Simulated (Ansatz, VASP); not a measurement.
**B: VASP beside Ansatz**

```
CELL_PARAMETERS angstrom
1.70243 0.00000 0.00000
-0.85122 1.64022 0.00000
0.00000 0.00000 3.63542
ATOMIC_POSITIONS crystal
B 0.00000 0.00000 0.00000
```

Change from the starting cell: strain +0.1125 x Voigt [0, 1, 0, 0, 0, 0], atoms carried along.

Alike in both runs: task single point; functional PBE; dispersion D3(BJ); k mesh 33 × 33 × 14; occupations gaussian, width 0.15 eV; no spin polarisation.

```csv
,VASP,Ansatz
version,VASP 6.6.1,Ansatz 0.2.0
potentials or method,"VASP PAW PBE potentials, release 64 (B), cutoff 500 eV","scalar-relativistic, plane waves, PAW"
valence electrons in the cell,3,3
```

|  | VASP | Ansatz | Ansatz less VASP |
| --- | --- | --- | --- |
| gap on the k mesh at the Fermi level (eV) | none | none | - |
| pressure (GPa) | -14.2 | -14.1 | +0.07 |
| traceless stress, the component that is largest in VASP (GPa) | 12.32 | 12.28 | -0.040 |

A gap of «none» marks a metal or a gap that the smearing closes.
